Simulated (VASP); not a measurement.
Input of a VASP 6.6.1 run:

File INCAR:

```
SYSTEM = GaN
  ALGO = Normal
  EDIFF = 1E-7
  EDIFFG = -0.002
  ENCUT = 600
  GGA = PS
  IBRION = 2
  ISIF = 3
  ISMEAR = 0
  LASPH = .True.
  LCHARG = .False.
  LREAL = .False.
  LWAVE = .False.
  NELM = 100
  NSW = 100
  PREC = Accurate
  PSTRESS = 100.0
  SIGMA = 0.01
```

File KPOINTS:

```
k-points
0
Gamma
  8 8 4
  0 0 0
```

Contents of POSCAR:

```
GaN
1.0
    3.1825860146      0.0000000000      0.0000000000
   -1.5912930073      2.7562003384      0.0000000000
    0.0000000000      0.0000000000      5.1854291207
Ga N
2 2
Direct
    0.3333333333      0.6666666667     -0.0008064438
    0.6666666667      0.3333333333      0.4991935562
    0.3333333333      0.6666666667      0.3758064438
    0.6666666667      0.3333333333      0.8758064438
```

Potentials or basis: VASP PAW PBE potentials, release 64 (Ga_d, N).

Run with:

```bash
$ cat potpaw_PBE.64/Ga_d/POTCAR potpaw_PBE.64/N/POTCAR > POTCAR
$ mpirun -np 1 vasp_std > vasp.out
```

Problem. Predict the space group after relaxing (to 0.1 Å).

Solution. P6_3mc (No. 186).

Problem. What does it give for the relaxed cell?

Solution. a = 3.130 Å, b = 3.130 Å, c = 5.101 Å, α = 90.00°, β = 90.00°, γ = 120.00°.

Step by step:
```csv
step,energy change (eV),largest force (eV/Å),pressure (GPa),volume (Å³)
1,0.0000,0.0002,-0.39,45.49
2,0.3304,0.0276,25.40,40.80
3,0.0615,0.0108,9.87,43.30
4,0.0642,0.0111,10.09,43.26
5,0.0620,0.0034,9.85,43.29
6,0.0629,0.0029,10.01,43.28
7,0.0628,0.0020,9.97,43.28
8,0.0628,0.0029,9.96,43.28
9,0.0629,0.0030,9.98,43.28
10,0.0630,0.0003,10.01,43.28
11,0.0631,0.0007,10.00,43.28
```

Caveat: the cell is relaxed towards a set pressure, so the run minimises the enthalpy, not the energy; the PAW data sets were made with another functional, which shifts forces and pressure a little.
